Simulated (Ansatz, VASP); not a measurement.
# Two plane-wave programs on In2O3

```
CELL_PARAMETERS angstrom
2.78144 1.60587 4.80402
-2.78144 1.60587 4.80402
0.00000 -3.21173 4.80402
ATOMIC_POSITIONS crystal
In 0.64215 0.64215 0.64215
In 0.85785 0.85785 0.85785
In 0.35785 0.35785 0.35785
In 0.14215 0.14215 0.14215
O 0.04647 0.75000 0.45353
O 0.75000 0.45353 0.04647
O 0.45353 0.04647 0.75000
O 0.95353 0.25000 0.54647
O 0.54647 0.95353 0.25000
O 0.25000 0.54647 0.95353
```

Change from the starting cell: epitaxial_xy strain +1.0%.

Alike in both runs: task single point; functional PBE; k mesh 6 × 6 × 6; occupations fermi-dirac, width 0.02 eV; no spin polarisation.

|  | VASP | Ansatz |
| --- | --- | --- |
| version | VASP 6.6.1 | Ansatz 0.2.0 |
| potentials or method | VASP PAW PBE potentials, release 64 (In_d, O) | plane waves, PAW |
| plane-wave cutoff (eV) | 520 | 420 |
| valence electrons in the cell | 88 | 88 |

VASP gave:

- gap on the k mesh at the Fermi level (eV): 1.11
- pressure (GPa): 4.6
- traceless stress, the component that is largest in VASP (GPa): 1.46
- rms of the force components (eV/Å): 0.037

Task: Estimate Ansatz's values.

Result: gap on the k mesh at the Fermi level (eV): 1.12; pressure (GPa): 4.2; traceless stress, the component that is largest in VASP (GPa): 1.58; rms of the force components (eV/Å): 0.040.

Atom by atom the forces differ by 0.005 eV/Å (rms over components).
